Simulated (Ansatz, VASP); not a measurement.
**SiC: VASP beside Ansatz**

```
CELL_PARAMETERS angstrom
-0.01699 2.18285 2.18285
2.18285 -0.01699 2.18285
2.18285 2.18285 -0.01699
ATOMIC_POSITIONS crystal
Si 0.99967 0.99967 0.99967
C 0.25033 0.25033 0.25033
```

Change from the starting cell: epitaxial_111 strain +1.0%.

Alike in both runs: task single point; functional HSE06; k mesh 8 × 8 × 8; no spin polarisation.

|  | VASP | Ansatz |
| --- | --- | --- |
| version | VASP 6.6.1 | Ansatz 0.2.0 |
| potentials or method | VASP PAW PBE potentials, release 64 (Si, C) | plane waves, PAW |
| plane-wave cutoff (eV) | 520 | 420 |
| occupations | gaussian, width 0.01 eV | fixed |
| valence electrons in the cell | 8 | 8 |

VASP gave:

```
gap on the k mesh at the Fermi level (eV)                     : 2.17
pressure (GPa)                                                : -5.5
traceless stress, the component that is largest in VASP (GPa) : 1.95
rms of the force components (eV/Å)                            : 0.002
```

Q: What did Ansatz give for the same quantities?

A: gap on the k mesh at the Fermi level (eV): 2.17; pressure (GPa): -5.1; traceless stress, the component that is largest in VASP (GPa): 1.94; rms of the force components (eV/Å): 0.003.

Atom by atom the forces differ by 0.001 eV/Å (rms over components). Ansatz's warnings: stress exchange threshold loose, stress scf threshold loose.
